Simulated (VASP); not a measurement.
Here is a VASP 6.6.1 calculation.

The input INCAR:

```
PREC = Accurate ; ENCUT = 500
EDIFF = 1E-6 ; ISMEAR = 0
SIGMA = 0.01 ; LREAL = F
LASPH = T ; NELM = 120
ALGO = Normal ; ISIF = 2
LWAVE = F ; LCHARG = T
GGA = PE ; LELF = T
LVHAR = T ; NBANDS = 15
GGA_COMPAT = F
```

Contents of KPOINTS:

```
regular mesh
0
Gamma
  6 6 6
```

Contents of POSCAR:

```
SrTe
1.0
    0.0000000000      3.3527582020      3.3527582020
    3.3527582020      0.0000000000      3.3527582020
    3.3527582020      3.3527582020      0.0000000000
Sr Te
1 1
Direct
    0.0000000000      0.0000000000      0.0000000000
    0.5000000000      0.5000000000      0.5000000000
```

Potentials or basis: VASP PAW PBE potentials, release 64 (Sr_sv, Te).

Launch:

```sh
$ cat potpaw_PBE.64/Sr_sv/POTCAR potpaw_PBE.64/Te/POTCAR > POTCAR
$ mpirun -np 1 vasp_std > vasp.out
```

**Question.** Estimate the band gap on the k mesh.

**Answer.** 1.75 eV (least direct gap 2.47 eV).

**Question.** What does it give for the pressure?

**Answer.** 0.3 GPa.

Caveat: spin-orbit coupling is left out, which moves the levels of the heavy elements. A k mesh can miss the band edges.
